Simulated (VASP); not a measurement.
NaH: vibrations by perturbation theory with PBEsol

The system is NaH.

```
Na H
1.0
     2.19897    2.19897    0.00000
    -2.19897    2.19897    0.00000
     0.00000    2.19897    2.19897
Na H
1 1
Direct
  0.00000 0.00000 0.00000
  0.50000 0.50000 0.00000
```

```json
{
 "Program": "VASP 6.6.1",
 "Task": "vibrations by perturbation theory",
 "Functional": "PBEsol",
 "Potentials or basis": "VASP PAW PBE potentials, release 64 (Na_pv, H)",
 "Cutoff": "520 eV",
 "k mesh": "8 × 8 × 8",
 "Occupations": "gaussian, width 0.01 eV",
 "Spin": "no spin polarisation",
 "Dipole correction": "no",
 "Further INCAR settings": "ALGO = Normal; EDIFF = 1e-08; NBANDS = 11; IBRION = 8; NSW = 1"
}
```

The highest phonon frequency at Γ is 793 cm⁻¹.

Phonon frequencies in cm⁻¹ (negative: imaginary):
| q point | frequencies |
| --- | --- |
| (0.000, 0.000, 0.000) | 0 0 0 793 793 793 |

Wall time 54 s on 1 thread of Intel Xeon 8259CL (shared host), peak memory 0.17 GiB.

Caveat: the cell stands under pressure or tension, which shifts response properties.
